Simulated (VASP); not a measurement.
Wanted: the native input for a VASP 6.6.1 run.

| Quantity | Value |
| --- | --- |
| Task | single point |
| Functional | PBE |
| Potentials or basis | VASP PAW PBE potentials, release 64 (Cd) |
| Cutoff | 520 eV |
| k mesh | 18 × 18 × 18 |
| Occupations | gaussian, width 0.1 eV |
| Spin | no spin polarisation |
| Dipole correction | no |
| Further INCAR settings | ALGO = Fast; EDIFF = 1e-06; NBANDS = 12 |

The structure of Cd lies in POSCAR:

```
Cd
1.0
    1.5537420873      0.8970534124      2.5135567116
   -1.5537420873      0.8970534124      2.5135567116
    0.0000000000     -1.7941068248      2.5135567116
Cd
1
Direct
    0.0000000000      0.0000000000      0.0000000000
```

This isn't the form of Cd at room conditions, which is hcp.

This cell differs from its parent crystal: strained.

These files were run (other wordings do the same):

INCAR

```
SYSTEM = Cd
ALGO     = Fast           ! electronic algorithm
EDIFF    = 1E-6           ! SCF threshold, eV
ENCUT    = 520            ! plane-wave cutoff, eV
GGA      = PE             ! functional
ISIF     = 2              ! what is computed and relaxed
ISMEAR   = 0              ! smearing method
LASPH    = .True.         ! aspherical terms in the spheres
LCHARG   = .False.        ! write CHGCAR
LREAL    = .False.        ! projectors in reciprocal space
LWAVE    = .False.        ! write WAVECAR
NBANDS   = 12             ! bands
NELM     = 100            ! most SCF steps
PREC     = Accurate       ! precision mode
SIGMA    = 0.1            ! smearing width, eV
```

KPOINTS

```
k-points
0
Gamma
  18 18 18
  0 0 0
```

Potentials or basis: VASP PAW PBE potentials, release 64 (Cd).

Command:

```sh
$ cat potpaw_PBE.64/Cd/POTCAR > POTCAR
$ mpirun -np 1 vasp_std > vasp.out
```

Results of the run:

```yaml
Pressure: 4.8 GPa
Band_gap_on_the_k_mesh: zero (bands 6 and 7 overlap by 2.84 eV)
```

Caveat: the cell differs from its parent crystal (strained); the cell stands under pressure.

Wall time 98 s on 1 thread of Oxide Virtual Turin-like Processor, on a shared host, peak memory 0.21 GiB.
